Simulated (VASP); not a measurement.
Ta3N5, 16 atoms in the cell. It takes space group Cmcm (No. 63, orthorhombic). Conventional cell: a = 3.886 Å, b = 10.212 Å, c = 10.262 Å, α = 90.00°, β = 90.00°, γ = 90.00°. Ta (site symmetry m2m) has 6 N at 2.04 to 2.14 Å within 2.7 Å. Within 2.6 Å of Ta (site symmetry m) lie 6 N at 1.96 to 2.24 Å. Within 2.7 Å of N (site symmetry m2m) lie 4 Ta at 2.06 to 2.22 Å and 4 N at 2.69 Å. Within 2.8 Å of N (site symmetry m) lie 3 Ta at 1.96 to 2.04 Å and 3 N at 2.63 to 2.71 Å. Within 2.8 Å of N (site symmetry m) lie 4 Ta at 2.03 to 2.24 Å and 5 N at 2.69 to 2.74 Å. 

```yaml
Program: VASP 6.6.1
Task: single point
Functional: r2SCAN
Potentials_or_basis: VASP PAW PBE potentials, release 64 (Ta_pv, N)
Cutoff: 520 eV
k_mesh: 6 × 6 × 2
Occupations: gaussian, width 0.1 eV
Spin: no spin polarisation
Dipole_correction: no
Further_INCAR_settings: LREAL = Auto; ALGO = Normal; EDIFF = 1e-06; NBANDS = 72
```

Potentials or basis: VASP PAW PBE potentials, release 64 (Ta_pv, N).

Command:

```bash
$ cat potpaw_PBE.64/Ta_pv/POTCAR potpaw_PBE.64/N/POTCAR > POTCAR
$ cp INCAR.step1 INCAR
$ mpirun -np 1 vasp_std > vasp.out
$ cp INCAR.step2 INCAR
$ mpirun -np 1 vasp_std > vasp.out
```

Hardware: 1 thread of Intel(R) Xeon(R) 6975P-C (Granite Rapids) (shared host).

How long does it take, and how much memory?

It took 36 min on 1 thread of Intel(R) Xeon(R) 6975P-C (Granite Rapids) (shared host), peak memory 0.52 GiB. Counts: k points 26.
